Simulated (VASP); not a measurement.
# AlZnC2N2 (P6/mmm) in VASP: further runs

AlZnC2N2 is run at these levels: PBE; tasks: single point, relaxation of cell and atoms.

Everything below comes from runs of VASP 6.6.1. Logs are shortened: lines on timing, memory, paths and dates and some standing lists are left out, and cuts for length are marked.

## 1. The cell of the first run

It takes space group P6/mmm (No. 191, hexagonal). Conventional cell: a = 3.096 Å, b = 3.096 Å, c = 9.880 Å, α = 90.00°, β = 90.00°, γ = 120.00°. Al (site symmetry 6/mmm) has 2 N at 1.91 Å within 2.5 Å. Zn (site symmetry 6/mmm) has 2 C at 1.86 Å within 2.5 Å. C (site symmetry 6mm) has 1 N at 1.17 Å within 1.6 Å. Within 1.6 Å of N (site symmetry 6mm) lie 1 C at 1.17 Å.

## 2. Single point, PBE

File INCAR:

```
ALGO = Normal
EDIFF = 1E-7
ENCUT = 520
GGA = PE
ISIF = 2
ISMEAR = 0
LASPH = T
LCHARG = F
LREAL = F
LWAVE = F
NBANDS = 26
NELM = 80
PREC = Accurate
SIGMA = 0.1
```

File KPOINTS:

```
k-points
0
Gamma
  12 12 4
```

File POSCAR:

```
AlZnC2N2
1.0
    3.0964342655      0.0000000000      0.0000000000
   -1.5482171327      2.6815907351      0.0000000000
    0.0000000000      0.0000000000      9.8795591733
Al Zn C N
1 1 2 2
Direct
    0.0000000000      0.0000000000      0.5000000000
    0.0000000000      0.0000000000      0.0000000000
    0.0000000000      0.0000000000      0.8117182316
    0.0000000000      0.0000000000      0.1882817684
    0.0000000000      0.0000000000      0.6929908682
    0.0000000000      0.0000000000      0.3070091318
```

Potentials or basis: VASP PAW PBE potentials, release 64 (Al, Zn, C, N).

On the command line:

```sh
cat potpaw_PBE.64/Al/POTCAR potpaw_PBE.64/Zn/POTCAR potpaw_PBE.64/C/POTCAR potpaw_PBE.64/N/POTCAR > POTCAR
mpirun -np 1 vasp_std > vasp.out
```

OUTCAR:

```text
EDIFF = 1E-7
   ENCUT = 520
   GGA = PE
   ISIF = 2
   ISMEAR = 0
   LASPH = T
   LREAL = F
   NELM = 80
   PREC = Accurate

 ion  position               nearest neighbor table
   1  0.000  0.000  0.500-   5 1.91   6 1.91
   2  0.000  0.000  0.000-   3 1.86   4 1.86
   3  0.000  0.000  0.812-   5 1.17   2 1.86
   4  0.000  0.000  0.188-   6 1.17   2 1.86
   5  0.000  0.000  0.693-   3 1.17   1 1.91
   6  0.000  0.000  0.307-   4 1.17   1 1.91

  LATTYP: Found a hexagonal cell.
 ALAT       =     3.0964342655
 C/A-ratio  =     3.1906245462

  Lattice vectors:

 A1 = (   3.0964342655,   0.0000000000,   0.0000000000)
 A2 = (  -1.5482171327,   2.6815907351,   0.0000000000)
 A3 = (   0.0000000000,   0.0000000000,   9.8795591733)

Analysis of symmetry for initial positions (statically):
=====================================================================
 Subroutine PRICEL returns:
 Original cell was already a primitive cell.

 Routine SETGRP: Setting up the symmetry group for a
 hexagonal supercell.

 Subroutine GETGRP returns: Found 24 space group operations
 (whereof 24 operations were pure point group operations)
 out of a pool of 24 trial point group operations.

The static configuration has the point symmetry D_6h.

Analysis of symmetry for dynamics (positions and initial velocities):
=====================================================================
 Subroutine PRICEL returns:
 Original cell was already a primitive cell.

 Routine SETGRP: Setting up the symmetry group for a
 hexagonal supercell.

 Subroutine GETGRP returns: Found 24 space group operations
 (whereof 24 operations were pure point group operations)
 out of a pool of 24 trial point group operations.

The dynamic configuration has the point symmetry D_6h.

 Subroutine INISYM returns: Found 24 space group operations
 (whereof 24 operations are pure point group operations),
 and found     1 'primitive' translations

----------------------------------------------------------------------------------------

                                     Primitive cell

  volume of cell :      82.0336

  direct lattice vectors                    reciprocal lattice vectors
     3.096434266  0.000000000  0.000000000     0.322952117  0.186456491  0.000000000
    -1.548217133  2.681590735  0.000000000     0.000000000  0.372912983  0.000000000
     0.000000000  0.000000000  9.879559173     0.000000000  0.000000000  0.101219091

  length of vectors
     3.096434266  3.096434265  9.879559173     0.372912983  0.372912983  0.101219091

  position of ions in fractional coordinates (direct lattice)
     0.000000000  0.000000000  0.500000000
     0.000000000  0.000000000  0.000000000
     0.000000000  0.000000000  0.811718232
     0.000000000  0.000000000  0.188281768
     0.000000000  0.000000000  0.692990868
     0.000000000  0.000000000  0.307009132

  ion indices of the primitive-cell ions
   primitive index   ion index
                 1           1
                 2           2
                 3           3
                 4           4
                 5           5
                 6           6

----------------------------------------------------------------------------------------

 KPOINTS: k-points

Automatic generation of k-mesh.
 Grid dimensions read from file:
 generate k-points for:   12   12    4

 Generating k-lattice:

  Cartesian coordinates                     Fractional coordinates (reciprocal lattice)
     0.026912676  0.015538041  0.000000000     0.083333333  0.000000000  0.000000000
     0.000000000  0.031076082  0.000000000     0.000000000  0.083333333  0.000000000
     0.000000000  0.000000000  0.025304773     0.000000000  0.000000000  0.250000000

  Length of vectors
     0.031076082  0.031076082  0.025304773

  Shift w.r.t. Gamma in fractional coordinates (k-lattice)
     0.000000000  0.000000000  0.000000000

 Subroutine IBZKPT returns following result:
 ===========================================

 Found     57 irreducible k-points:

 Following reciprocal coordinates:
            Coordinates               Weight
  0.000000  0.000000  0.000000      1.000000
  0.083333  0.000000  0.000000      6.000000
  0.166667 -0.000000  0.000000      6.000000
  0.250000 -0.000000  0.000000      6.000000
  0.333333  0.000000  0.000000      6.000000
  0.416667 -0.000000  0.000000      6.000000
[... 16 lines left out ...]
  0.250000 -0.000000  0.250000     12.000000
  0.333333  0.000000  0.250000     12.000000
 [... further k-points ...]
   k-points           NKPTS =     57   k-points in BZ     NKDIM =     57   number of bands    NBANDS=     26
   number of dos      NEDOS =    301   number of ions     NIONS =      6
   total plane-waves  NPLWV =  46080
   dimension x,y,z NGX =    24 NGY =   24 NGZ =   80
   dimension x,y,z NGXF=    48 NGYF=   48 NGZF=  160
   ions per type =               1   1   2   2
   NGX,Y,Z   is equivalent  to a cutoff of  12.89, 12.89, 13.46 a.u.
   NGXF,Y,Z  is equivalent  to a cutoff of  25.77, 25.77, 26.92 a.u.
 SYSTEM =  unknown system
   PREC   = accura    normal or accurate (medium, high low for compatibility)
   ISTART =      0    job   : 0-new  1-cont  2-samecut
   ICHARG =      2    charge: 1-file 2-atom 10-const
   ISPIN  =      1    spin polarized calculation?
   LNONCOLLINEAR =      F non collinear calculations
   LSORBIT =      F    spin-orbit coupling
   LASPH  =      T    aspherical Exc in radial PAW
   ENCUT  =  520.0 eV  38.22 Ry    6.18 a.u.   5.76  5.76 18.37*2*pi/ulx,y,z
   NELM   =     80;   NELMIN=  2; NELMDL= -5     # of ELM steps
   EDIFF  = 0.1E-06   stopping-criterion for ELM
   LREAL  =      F    real-space projection
   EDIFFG = 0.1E-05   stopping-criterion for IOM
   NSW    =      0    number of steps for IOM
   IBRION =     -1    ionic relax: 0-MD 1-quasi-New 2-CG
   NFREE  =      0    steps in history (QN), initial steepest desc. (CG)
   ISIF   =      2    stress and relaxation
   ISYM   =      2    0-nonsym 1-usesym 2-fastsym
   POTIM  = 0.5000    time-step for ionic-motion
   TEBEG  =    0.0;   TEEND  =   0.0 temperature during run
   PSTRESS=    0.0 pullay stress
   NELECT =      33.0000    total number of electrons
   NUPDOWN=      -1.0000    fix difference up-down
   EMIN   =  10.00;   EMAX   =-10.00  energy-range for DOS
   EFERMI =   0.00;   METHOD = LEGACY
   ISMEAR =     0;   SIGMA  =   0.10  broadening in eV -4-tet -1-fermi 0-gaus
   EFERMI_NEDOS =   21; number of points for ismear=-14 and -15
   IALGO  =     38    algorithm
   IMIX   =      4    mixing-type and parameters
     AMIX     =   0.40;   BMIX     =  1.00
     AMIX_MAG =   1.60;   BMIX_MAG =  1.00
  volume/ion in A,a.u.               =      13.67        92.27
  Fermi-wavevector in a.u.,A,eV,Ry     =   1.208506  2.283745 19.871131  1.460487
  Thomas-Fermi vector in A             =   2.344112
   LORBIT       =      0    0 simple, 1 ext, 2 COOP (PROOUT), +10 PAW based schemes
   GGA     = PE    functional components
   LHFCALC =     F    Hartree Fock is set to
   AEXX    =    0.0000 exact exchange contribution
   IVDW    =     0    specifies the selected vdW correction
   LEPSILON=     F    determine dielectric tensor
   LRPA    =     F    only Hartree local field effects (RPA)
 non-spin polarized calculation
 Gauss-broadening in eV      SIGMA  =   0.10
  energy-cutoff  :      520.00
  volume of cell :       82.03
 maximum number of plane-waves:      2236
 NGX is ok and might be reduce to    24
   NGX = 11   NGY = 11   NGZ = 37

 number of electron      33.0000007 magnetization

 Free energy of the ion-electron system (eV)
  ---------------------------------------------------
  ext. energy  EPLUGINS =         0.00000000
  ---------------------------------------------------
  free energy    TOTEN  =       -37.55705437 eV

  energy without entropy =      -37.54974616  energy(sigma->0) =      -37.55340026

 E-fermi :   3.3420     XC(G=0):  -9.7359

 val. band max:        3.2925736761   @ k =   0.3333   0.0000   0.2500
 cond. band min:       3.3599556629   @ k =   0.3333   0.0833   0.0000
 fundamental gap:      0.0673819868
 Fermi energy:         3.3420403032

 k-point     1 :       0.0000    0.0000    0.0000
  band No.  band energies     occupation
      1     -16.0697      2.00000
      2     -16.0213      2.00000
      3      -8.0618      2.00000
      4      -6.3473      2.00000
      5      -6.3458      2.00000
      6      -4.8791      2.00000
[... 18 lines left out ...]
     25      14.1079      0.00000
     26      14.5577      0.00000

 k-point     2 :       0.0833    0.0000    0.0000
  band No.  band energies     occupation
      1     -16.0355      2.00000
      2     -15.9885      2.00000
      3      -7.9955      2.00000
      4      -6.2956      2.00000
      5      -6.2917      2.00000
      6      -4.8910      2.00000
[... 18 lines left out ...]
     25      13.0376      0.00000
     26      13.6027      0.00000

 k-point     3 :       0.1667   -0.0000    0.0000
  band No.  band energies     occupation
      1     -15.9405      2.00000
      2     -15.8967      2.00000
      3      -7.8128      2.00000
      4      -6.1515      2.00000
      5      -6.1344      2.00000
      6      -4.9568      2.00000
[... 18 lines left out ...]
     25      12.6756      0.00000
     26      13.2631      0.00000

 k-point     4 :       0.2500   -0.0000    0.0000
  band No.  band energies     occupation
      1     -15.8063      2.00000
      2     -15.7671      2.00000
      3      -7.5621      2.00000
      4      -5.9286      2.00000
      5      -5.9043      2.00000
      6      -5.0449      2.00000
[... 18 lines left out ...]
     25      11.9444      0.00000
     26      12.4357      0.00000

 k-point     5 :       0.3333    0.0000    0.0000
  band No.  band energies     occupation
      1     -15.6665      2.00000
      2     -15.6321      2.00000
      3      -7.3162      2.00000
      4      -5.6530      2.00000
      5      -5.6507      2.00000
      6      -5.1325      2.00000
[... 18 lines left out ...]
     25      11.4426      0.00000
     26      12.2937      0.00000

 k-point     6 :       0.4167   -0.0000    0.0000
  band No.  band energies     occupation
      1     -15.5602      2.00000
      2     -15.5294      2.00000
      3      -7.1433      2.00000
      4      -5.4360      2.00000
      5      -5.3951      2.00000
      6      -5.2102      2.00000
[... 427 lines left out ...]
 k-point    21 :       0.0833    0.0000    0.2500
  band No.  band energies     occupation
      1     -16.0301      2.00000
      2     -15.9943      2.00000
      3      -7.9023      2.00000
      4      -6.9098      2.00000
      5      -5.6470      2.00000
      6      -4.8969      2.00000
[... 18 lines left out ...]
     25      13.0506      0.00000
     26      13.6772      0.00000

 k-point    22 :       0.1667   -0.0000    0.2500
  band No.  band energies     occupation
      1     -15.9354      2.00000
      2     -15.9020      2.00000
      3      -7.7287      2.00000
      4      -6.7203      2.00000
      5      -5.5415      2.00000
      6      -4.9712      2.00000
[... 18 lines left out ...]
     25      12.7731      0.00000
     26      13.2706      0.00000

 k-point    23 :       0.2500   -0.0000    0.2500
  band No.  band energies     occupation
      1     -15.8016      2.00000
      2     -15.7718      2.00000
      3      -7.4934      2.00000
      4      -6.4339      2.00000
      5      -5.3856      2.00000
      6      -5.0522      2.00000
[... 18 lines left out ...]
     25      12.0757      0.00000
     26      12.4335      0.00000

 k-point    24 :       0.3333    0.0000    0.2500
  band No.  band energies     occupation
      1     -15.6624      2.00000
      2     -15.6362      2.00000
      3      -7.2651      2.00000
      4      -6.1004      2.00000
      5      -5.2507      2.00000
      6      -5.0940      2.00000
[... 18 lines left out ...]
     25      11.7107      0.00000
     26      12.3346      0.00000

 [... further k-points ...]

------------------------ aborting loop because EDIFF is reached ----------------------------------------

  FORCE on cell =-STRESS in cart. coord.  units (eV):
  Direction    XX          YY          ZZ          XY          YZ          ZX
  --------------------------------------------------------------------------------------
  -------------------------------------------------------------------------------------
  Total       -0.0434415     -0.0434415      0.8984690     -0.0000000     -0.0000000      0.0000000
  in kB       -0.8484454     -0.8484454     17.5477635     -0.0000000     -0.0000000      0.0000000
  external PRESSURE =       5.2836242 kB  Pullay stress =       0.0000000 kB

 VOLUME and BASIS-vectors are now :
 -----------------------------------------------------------------------------
  energy-cutoff  :      520.00
  volume of cell :       82.03
      direct lattice vectors                 reciprocal lattice vectors
     3.096434266  0.000000000  0.000000000     0.322952117  0.186456491  0.000000000
    -1.548217133  2.681590735  0.000000000     0.000000000  0.372912983  0.000000000
     0.000000000  0.000000000  9.879559173     0.000000000  0.000000000  0.101219091

 POSITION                                       TOTAL-FORCE (eV/Angst)
 -----------------------------------------------------------------------------------
      0.00000      0.00000      4.93978        -0.000000     -0.000000      0.000000
      0.00000      0.00000      0.00000        -0.000000     -0.000000      0.000000
      0.00000      0.00000      8.01942         0.000000     -0.000000      0.285104
      0.00000      0.00000      1.86014         0.000000      0.000000     -0.285104
      0.00000      0.00000      6.84644        -0.000000     -0.000000     -0.371958
      0.00000      0.00000      3.03311        -0.000000      0.000000      0.371958
 -----------------------------------------------------------------------------------
    total drift:                                0.000000      0.000000     -0.000000

  FREE ENERGIE OF THE ION-ELECTRON SYSTEM (eV)
  ---------------------------------------------------
  free  energy   TOTEN  =       -37.5570543660 eV

  energy  without entropy=      -37.5497461560  energy(sigma->0) =      -37.55340026
```

Run time: 46 s. Hardware: 1 thread of Intel Xeon 6975P-C (Granite Rapids), shared host; peak memory 0.28 GiB.

What came out:

| Property | Result |
| --- | --- |
| Free energy | -37.5571 eV |
| Pressure | 0.5 GPa |
| Largest force | 0.372 eV/Å |
| Band gap on the k mesh | zero (an odd number of electrons rules out a gap without spin polarisation) |

Forces on the atoms (eV/Å):
```
Al   0.000  0.000  0.000
Zn   0.000  0.000  0.000
C    0.000  0.000  0.285
C    0.000  0.000 -0.285
N    0.000  0.000 -0.372
N    0.000  0.000  0.372
```

Levels at points of the mesh, in eV from the Fermi level:
```csv
k point,band 13,band 14,band 15,band 16,band 17,band 18,band 19,band 20
"(0.00, 0.00, 0.00)",-3.84,-3.73,-3.73,-2.74,1.42,4.08,4.08,4.68
"(0.50, 0.00, 0.00)",-5.50,-4.41,-4.26,-2.60,-0.20,0.93,1.33,2.94
"(0.00, 0.00, 0.50)",-3.82,-3.74,-3.74,-2.54,1.25,4.19,4.19,4.55
"(0.50, 0.00, 0.50)",-5.41,-4.39,-4.29,-1.81,-1.69,1.40,2.61,3.19
```

Caveat: an odd number of electrons without spin polarisation forces a metal; a magnetic or distorted state may lie lower.

## 3. Relaxation of cell and atoms, PBE

This run uses another cell than the first one, of 13.71 Å³/atom.

File INCAR:

```
PREC = Accurate ; ENCUT = 600
EDIFF = 1E-7 ; ISMEAR = 0
SIGMA = 0.1 ; LREAL = F
LASPH = T ; NELM = 100
ALGO = Normal ; ISIF = 3
LWAVE = F ; LCHARG = F
GGA = PE ; IBRION = 2
NSW = 100 ; EDIFFG = -0.01
```

File KPOINTS:

```
Automatic mesh
0
Gamma
  12 12 4
```

File POSCAR:

```
AlZnC2N2
1.0
    3.1041579715      0.0000000000      0.0000000000
   -1.5520789857      2.6882796607      0.0000000000
    0.0000000000      0.0000000000      9.8571286126
Al Zn C N
1 1 2 2
Direct
    0.0000000000      0.0000000000      0.5000000000
    0.0000000000      0.0000000000      0.0000000000
    0.0000000000      0.0000000000      0.8116178666
    0.0000000000      0.0000000000      0.1883821334
    0.0000000000      0.0000000000      0.6925359817
    0.0000000000      0.0000000000      0.3074640183
```

Potentials or basis: VASP PAW PBE potentials, release 64 (Al, Zn, C, N).

On the command line:

```sh
cat potpaw_PBE.64/Al/POTCAR potpaw_PBE.64/Zn/POTCAR potpaw_PBE.64/C/POTCAR potpaw_PBE.64/N/POTCAR > POTCAR
mpirun -np 1 vasp_std > vasp.out
```

Run time: 7.3 min. Hardware: 1 thread of Intel Xeon 6975P-C (Granite Rapids), shared host; peak memory 0.34 GiB.

Results (log left out):

- Free energy: -37.5648 eV
- Relaxed volume: 13.64 Å³/atom
- Relaxed cell: a = 3.093 Å, b = 3.093 Å, c = 9.881 Å, α = 90.00°, β = 90.00°, γ = 120.00°
- Space group after relaxing (to 0.1 Å): P6/mmm (No. 191)
- Energy gained by relaxing: 0.4 meV/atom
- Ionic steps: 15
- Pressure after relaxing: 0.0 GPa
- Largest force after relaxing: 0.010 eV/Å
- Band gap on the k mesh: zero (an odd number of electrons rules out a gap without spin polarisation)

Forces on the atoms (eV/Å):
```
Al   0.000  0.000  0.000
Zn   0.000  0.000  0.000
C    0.000  0.000 -0.006
C    0.000  0.000  0.006
N    0.000  0.000  0.010
N    0.000  0.000 -0.010
```

Stress tensor (GPa, compression positive):
```
-0.01  0.00  0.00
 0.00 -0.01  0.00
 0.00  0.00  0.07
```

The path:
| step | energy change (eV) | largest force (eV/Å) | pressure (GPa) | volume (Å³) |
| --- | --- | --- | --- | --- |
| 1 | 0.0000 | 0.2339 | 0.53 | 82.26 |
| 2 | 0.0827 | 2.7114 | -4.86 | 82.79 |
| 3 | -0.0009 | 0.1373 | -0.04 | 82.31 |
| 4 | -0.0009 | 0.1239 | -0.02 | 82.30 |
| 5 | -0.0013 | 0.0869 | -0.40 | 82.36 |
| 6 | -0.0017 | 0.0022 | -0.24 | 82.34 |
| 7 | -0.0019 | 0.0611 | -0.06 | 82.16 |
| 8 | -0.0019 | 0.0930 | 0.05 | 82.06 |
| 9 | -0.0020 | 0.0747 | 0.04 | 82.03 |
| 10 | -0.0021 | 0.0201 | 0.02 | 81.94 |
| 11 | -0.0020 | 0.0900 | -0.03 | 81.76 |
| 12 | -0.0021 | 0.0142 | 0.00 | 81.88 |
| 13 | -0.0021 | 0.0165 | 0.00 | 81.88 |
| 14 | -0.0021 | 0.0151 | 0.01 | 81.87 |
| 15 | -0.0021 | 0.0098 | 0.02 | 81.85 |

Final structure:
```yaml
crystal:
  lattice:
    - [3.09289, 0.00000, 0.00000]
    - [-1.54644, 2.67852, 0.00000]
    - [0.00000, 0.00000, 9.88051]
  atoms:
    - { symbol: Al, position: [0.00000, 0.00000, 0.50000] }
    - { symbol: Zn, position: [0.00000, 0.00000, 0.00000] }
    - { symbol: C, position: [0.00000, 0.00000, 0.81148] }
    - { symbol: C, position: [0.00000, 0.00000, 0.18852] }
    - { symbol: N, position: [0.00000, 0.00000, 0.69245] }
    - { symbol: N, position: [0.00000, 0.00000, 0.30755] }
```

Levels at points of the mesh, in eV from the Fermi level:
```tsv
k point	band 14	band 15	band 16	band 17	band 18	band 19
(0.00, 0.00, 0.00)	-3.69	-3.69	-2.72	1.39	4.07	4.07
(0.50, 0.00, 0.00)	-4.38	-4.23	-2.61	-0.20	0.90	1.36
(0.00, 0.00, 0.50)	-3.71	-3.71	-2.52	1.22	4.18	4.18
(0.50, 0.00, 0.50)	-4.36	-4.26	-1.81	-1.70	1.43	2.61
```

Caveat: an odd number of electrons without spin polarisation forces a metal; a magnetic or distorted state may lie lower.

The gap in the log of VASP goes by the Fermi energy; the results here count the filled bands.